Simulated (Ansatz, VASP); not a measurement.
## LiBr: VASP beside Ansatz

```
Li Br
1.0
     0.00000    2.73957    2.73957
     2.73957    0.00000    2.73957
     2.73957    2.73957    0.00000
Li Br
1 1
Direct
  0.00000 0.00000 0.00000
  0.50000 0.50000 0.50000
```

Alike in both runs: task single point; functional PBE-based screened hybrid with a share of 0.35 of exact exchange and HFSCREEN = 0.5; k mesh 4 × 4 × 4; no spin polarisation.

|  | VASP | Ansatz |
| --- | --- | --- |
| version | VASP 6.6.1 | Ansatz 0.2.0 |
| potentials or method | VASP PAW PBE potentials, release 64 (Li_sv, Br) | plane waves |
| plane-wave cutoff (eV) | 650 | 420 |
| occupations | gaussian, width 0.01 eV | fixed |
| valence electrons in the cell | 10 | 10 |

|  | VASP | Ansatz | Ansatz less VASP |
| --- | --- | --- | --- |
| gap on the k mesh at the Fermi level (eV) | 5.90 | 5.92 | +0.014 |
| pressure (GPa) | -0.1 | 0.1 | +0.14 |

VASP's potentials were made for PBE, not for PBE-based screened hybrid. Ansatz's warnings: stress exchange threshold loose, stress scf threshold loose.

The k mesh is coarse, so the values compare programs but aren't converged.
